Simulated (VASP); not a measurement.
Here is a VASP 6.6.1 calculation.

INCAR

```
ALGO     = Normal         # electronic algorithm
EDIFF    = 1E-6           # SCF threshold, eV
ENCUT    = 600            # plane-wave cutoff, eV
GGA      = PS             # functional
GGA_COMPAT= False        
ISIF     = 2              # what is computed and relaxed
ISMEAR   = -1             # smearing method
LASPH    = True           # aspherical terms in the spheres
LCHARG   = True           # write CHGCAR
LELF     = True           # ELF
LREAL    = False          # projectors in reciprocal space
LVHAR    = True         
LWAVE    = False          # write WAVECAR
NBANDS   = 20             # bands
NELM     = 120            # most SCF steps
PREC     = Accurate       # precision mode
SIGMA    = 0.1            # smearing width, eV
```

KPOINTS

```
k-points
0
Gamma
  6 6 6
```

File POSCAR:

```
SnO2
1.0
    1.6170950000      0.9336302336      4.8005933333
   -1.6170950000      0.9336302336      4.8005933333
    0.0000000000     -1.8672604671      4.8005933333
Sn O
1 2
Direct
    0.5000000000      0.5000000000      0.5000000000
    0.2371733333      0.2371733333      0.2371733333
    0.7628266667      0.7628266667      0.7628266667
```

Potentials or basis: VASP PAW PBE potentials, release 64 (Sn_d, O).

Run with:

```console
$ cat potpaw_PBE.64/Sn_d/POTCAR potpaw_PBE.64/O/POTCAR > POTCAR
$ mpirun -np 1 vasp_std > vasp.out
```

(1) Predict the band gap on the k mesh.

(2) What does it give for the pressure?

Answers

(1) 1.85 eV (least direct gap 1.97 eV).

(2) -4.7 GPa.

Caveat: the cell stands under tension; the PAW data sets were made with another functional, which shifts forces and pressure a little; spin-orbit coupling is left out, which moves the levels of the heavy elements.
